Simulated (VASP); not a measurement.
# AlNi: single point with PBEsol

Crystal: AlNi.

```
Al Ni
1.0
     2.93372    0.00000    0.00000
     0.00000    2.93372    0.00000
     0.00000    0.00000    3.00527
Al Ni
1 1
Cartesian
  0.0000 0.0000 0.0000
  1.4669 1.4669 1.5026
```

This cell differs from its parent crystal: strain +0.025 along x and y, +0.050 along z.

```
Program                : VASP 6.6.1
Task                   : single point
Functional             : PBEsol
Potentials or basis    : VASP PAW PBE potentials, release 64 (Al, Ni)
Cutoff                 : 600 eV
k mesh                 : 20 × 20 × 20
Occupations            : gaussian, width 0.15 eV
Spin                   : no spin polarisation
Dipole correction      : no
Further INCAR settings : ALGO = Normal; EDIFF = 1e-06; NBANDS = 14
```

- Pressure: -13.6 GPa
- Band gap on the k mesh: zero (an odd number of electrons rules out a gap without spin polarisation)

Stress tensor (GPa, compression positive):
```
-13.21   0.00   0.00
  0.00 -13.21   0.00
  0.00   0.00 -14.48
```

Levels at points of the mesh, in eV from the Fermi level:
```csv
k point,band 4,band 5,band 6,band 7,band 8,band 9,band 10,band 11
"(0.00, 0.00, 0.00)",-1.41,-1.41,-1.35,4.64,5.45,5.45,7.77,7.99
"(0.50, 0.00, 0.00)",-2.11,-1.98,-1.33,-0.55,8.18,9.14,9.79,9.90
"(0.50, 0.50, 0.00)",-2.56,-1.92,-1.92,-0.89,1.47,2.26,11.09,14.20
"(0.00, 0.00, 0.50)",-1.99,-1.99,-1.28,-0.71,8.20,9.81,9.81,10.22
"(0.50, 0.00, 0.50)",-2.65,-1.84,-1.82,-0.94,1.26,2.07,11.63,14.57
"(0.50, 0.50, 0.50)",-0.92,-0.87,2.02,2.06,2.06,3.06,4.06,4.06
```

Run time: 92 s on 1 thread of Intel(R) Xeon(R) Platinum 8488C (Sapphire Rapids) (shared host), peak memory 0.42 GiB.

Caveat: the cell differs from its parent crystal (strain +0.025 along x and y, +0.050 along z); the cell stands under tension; the PAW data sets were made with another functional, which shifts forces and pressure a little. Spin polarisation is off, so any magnetic state and its effect on volume and gap are missing.
